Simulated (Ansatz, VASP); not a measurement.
# One calculation of CsCl3, two programs

```
CELL_PARAMETERS angstrom
4.93737 0.00000 0.00000
0.00000 4.93737 0.00000
0.00000 0.00000 4.93737
ATOMIC_POSITIONS crystal
Cs 0.00000 0.00000 0.00000
Cl 0.00000 0.50000 0.50000
Cl 0.50000 0.00000 0.50000
Cl 0.50000 0.50000 0.00000
```

Alike in both runs: task relaxation of cell and atoms; functional PBE; k mesh 10 × 10 × 10; occupations gaussian, width 0.1 eV; no spin polarisation.

|  | VASP | Ansatz |
| --- | --- | --- |
| version | VASP 6.6.1 | Ansatz 0.2.0 |
| potentials or method | VASP PAW PBE potentials, release 64 (Cs_sv, Cl), cutoff 600 eV | scalar-relativistic, plane waves, PAW |
| valence electrons in the cell | 30 | 30 |

```csv
,VASP,Ansatz,Ansatz less VASP
"gap on the k mesh at the Fermi level, each at its own relaxed structure (eV)",none,none,-
relaxed volume (Å³/atom),31.54,31.39,-0.148
relaxed cell length with the largest relative difference (Å),5.015,5.007,-0.0079
```

A gap of «none» marks a metal or a gap that the smearing closes.

Spin-orbit coupling is off throughout.
